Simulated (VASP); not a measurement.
Wanted: the native input for a VASP 6.6.1 run.

- Task: single point
- Functional: PBEsol
- Potentials or basis: VASP PAW PBE potentials, release 64 (Mg, O)
- Cutoff: 520 eV
- k mesh: 10 × 10 × 10
- Occupations: gaussian, width 0.05 eV
- Spin: no spin polarisation
- Dipole correction: no
- Further INCAR settings: ALGO = Normal; EDIFF = 1e-06; NBANDS = 11

The structure of MgO lies in POSCAR:

```
MgO
1.0
    0.0000000000      2.1075959641      2.1075959641
    2.1075959641      0.0000000000      2.1075959641
    2.1075959641      2.1075959641      0.0000000000
Mg O
1 1
Direct
    0.0000000000      0.0000000000      0.0378540607
    0.5000000000      0.5000000000      0.4424937217
```

This cell differs from its parent crystal: mode 4 frozen in at -0.121 Å and mode 5 at -0.121 Å (largest displacements).

These files were run (other wordings do the same):

INCAR

```
SYSTEM = MgO
PREC = Accurate ; ENCUT = 520
EDIFF = 1E-6 ; ISMEAR = 0
SIGMA = 0.05 ; LREAL = .FALSE.
LASPH = .TRUE. ; NELM = 80
ALGO = Normal ; ISIF = 2
LWAVE = .FALSE. ; LCHARG = .FALSE.
GGA = PS ; NBANDS = 11
```

KPOINTS

```
Automatic mesh
0
G
  10 10 10
  0 0 0
```

Potentials or basis: VASP PAW PBE potentials, release 64 (Mg, O).

Run with:

```bash
$ cat potpaw_PBE.64/Mg/POTCAR potpaw_PBE.64/O/POTCAR > POTCAR
$ mpirun -np 1 vasp_std > vasp.out
```

It gave:

* Pressure: 7.2 GPa
* Largest force: 1.703 eV/Å
* Band gap on the k mesh: 4.58 eV, direct

Caveat: the cell differs from its parent crystal (mode 4 frozen in at -0.121 Å and mode 5 at -0.121 Å (largest displacements)); the PAW data sets were made with another functional, which shifts forces and pressure a little.

Wall time 10 s on 1 thread of Intel(R) Xeon(R) 6975P-C (Granite Rapids), on a shared host, peak memory 0.16 GiB.
